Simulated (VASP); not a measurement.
Wanted: the native input for a VASP 6.6.1 run.

- Task: single point
- Functional: PBE
- Potentials or basis: VASP PAW PBE potentials, release 64 (Ni, O)
- Cutoff: 520 eV
- k mesh: 12 × 12 × 12
- Occupations: gaussian, width 0.05 eV
- Spin: collinear spin, ferromagnetic start
- Starting moments: [1.62, 0.0] μB
- Dipole correction: no
- Further INCAR settings: ALGO = Normal; EDIFF = 1e-06; NBANDS = 19

The structure of NiO lies in POSCAR:

```
NiO
1.0
    0.0112047656      2.2409531277      2.2409531277
    2.2521578933      0.0000000000      2.2521578933
    2.2409531277      2.2409531277      0.0112047656
Ni O
1 1
Direct
    0.0000000000      0.0000000000      0.0000000000
    0.2500000000      0.2500000000      0.2500000000
```

These files were run (other wordings do the same):

INCAR

```
PREC = Accurate ; ENCUT = 520
EDIFF = 1E-6 ; ISMEAR = 0
SIGMA = 0.05 ; LREAL = False
LASPH = True ; NELM = 150
ALGO = Normal ; ISIF = 2
LWAVE = False ; LCHARG = False
ISPIN = 2 ; MAGMOM = 1.62 0
LORBIT = 11 ; LMAXMIX = 4
GGA = PE ; NBANDS = 19
```

KPOINTS

```
regular mesh
0
Gamma
  12 12 12
```

Potentials or basis: VASP PAW PBE potentials, release 64 (Ni, O).

Command:

```bash
$ cat potpaw_PBE.64/Ni/POTCAR potpaw_PBE.64/O/POTCAR > POTCAR
$ mpirun -np 1 vasp_std > vasp.out
```

Results of the run:

| Quantity | Value |
| --- | --- |
| Pressure | 0.2 GPa |
| Largest force | 0.070 eV/Å |
| Net moment | 1.91 μB per cell |
| Site moments | Ni +1.49; O +0.36 μB |
| Valence electrons inside the program's atomic spheres | Ni 9.10; O 4.97 |

Caveat: a cell with one magnetic atom can't hold antiferromagnetic order, which such compounds often take.

Wall time 72 s on 1 thread of Intel(R) Xeon(R) 6975P-C (Granite Rapids) (shared host), peak memory 0.28 GiB.
